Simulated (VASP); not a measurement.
**AlN: single point with PBEsol**

The system is AlN.

```
Al N
1.0
     0.00000    2.18488    2.18488
     2.18488    0.00000    2.18488
     2.18488    2.18488    0.00000
Al N
1 1
Cartesian
  0.0000 0.0000 0.0000
  1.0924 1.0924 1.0924
```

```yaml
Program: VASP 6.6.1
Task: single point
Functional: PBEsol
Potentials_or_basis: VASP PAW PBE potentials, release 64 (Al, N)
Cutoff: 520 eV
k_mesh: 4 × 4 × 4
Occupations: gaussian, width 0.01 eV
Spin: no spin polarisation
```

```json
{
  "Pressure": "1.1 GPa",
  "Band gap on the k mesh": "3.16 eV (least direct gap 4.11 eV)"
}
```

Levels at points of the mesh, in eV from the valence-band top:
| k point | band 1 | band 2 | band 3 | band 4 | band 5 | band 6 | band 7 | band 8 | band 9 |
| --- | --- | --- | --- | --- | --- | --- | --- | --- | --- |
| (0.00, 0.00, 0.00) | -14.96 | 0.00 | 0.00 | 0.00 | 4.11 | 12.43 | 12.43 | 12.43 | 17.55 |
| (0.50, 0.00, 0.00) | -12.87 | -5.93 | -0.48 | -0.48 | 7.25 | 9.75 | 11.00 | 11.00 | 17.79 |
| (0.50, 0.50, 0.00) | -12.23 | -4.96 | -1.79 | -1.79 | 3.16 | 8.45 | 13.85 | 15.59 | 15.59 |

Wall time 3.6 s on 1 thread of Intel Xeon 8259CL, with other jobs on the host, peak memory 0.13 GiB.

Caveat: the k points lie up to 0.62 Å⁻¹ apart; the PAW data sets were made with another functional, which shifts forces and pressure a little. A k mesh can miss the band edges.
